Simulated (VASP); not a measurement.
Here is a VASP 6.6.1 calculation.

Contents of INCAR:

```
PREC = Accurate
ENCUT = 600
EDIFF = 1E-6
ISMEAR = -1
SIGMA = 0.15
LREAL = F
LASPH = T
NELM = 80
ALGO = Normal
ISIF = 4
LWAVE = F
LCHARG = F
GGA = PS
IBRION = 2
NSW = 80
EDIFFG = -0.001
```

Contents of KPOINTS:

```
Automatic mesh
0
Gamma
  15 15 12
```

Contents of POSCAR:

```
MgB2
1.0
    3.0436497880      0.0000000000      0.0000000000
   -1.5218248940      2.6358780366      0.0000000000
    0.0000000000      0.0000000000      3.4750109319
Mg B
1 2
Direct
    0.0000000000      0.0000000000      0.0000000000
    0.3333333333      0.6666666667      0.5000000000
    0.6666666667      0.3333333333      0.5000000000
```

Potentials or basis: VASP PAW PBE potentials, release 64 (Mg, B).

Command:

```bash
$ cat potpaw_PBE.64/Mg/POTCAR potpaw_PBE.64/B/POTCAR > POTCAR
$ mpirun -np 1 vasp_std > vasp.out
```

(1) Predict the band gap on the k mesh.

Answers

(1) zero (bands 4 and 5 overlap by 3.97 eV).
